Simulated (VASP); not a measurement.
A run of VASP 6.6.1:

Contents of INCAR:

```
SYSTEM = TaN
PREC = Accurate ; ENCUT = 600
EDIFF = 1E-6 ; ISMEAR = 0
SIGMA = 0.1 ; LREAL = .False.
LASPH = .True. ; NELM = 120
ALGO = Normal ; ISIF = 2
LWAVE = .False. ; LCHARG = .False.
GGA = PE ; NBANDS = 16
GGA_COMPAT = .False.
```

The input KPOINTS:

```
Automatic mesh
0
Gamma
  16 16 16
  0 0 0
```

File POSCAR:

```
TaN
1.0
    0.0000000000      2.1790000000      2.1790000000
    2.1790000000      0.0000000000      2.1790000000
    2.1790000000      2.1790000000      0.0000000000
Ta N
1 1
Direct
    0.5000000000      0.5000000000      0.5000000000
    0.0000000000      0.0000000000      0.0000000000
```

Potentials or basis: VASP PAW PBE potentials, release 64 (Ta_sv_GW, N).

The run is started by

```bash
$ cat potpaw_PBE.64/Ta_sv_GW/POTCAR potpaw_PBE.64/N/POTCAR > POTCAR
$ mpirun -np 1 vasp_std > vasp.out
```

Hardware: 1 thread of AMD EPYC 7R43 64-Core Processor (Zen 3), on a shared host.

How long does it take, and how much memory?

It took 110 s on 1 thread of AMD EPYC 7R43 64-Core Processor (Zen 3), on a shared host, peak memory 0.18 GiB. Counts: scf iterations 13, k points 145.
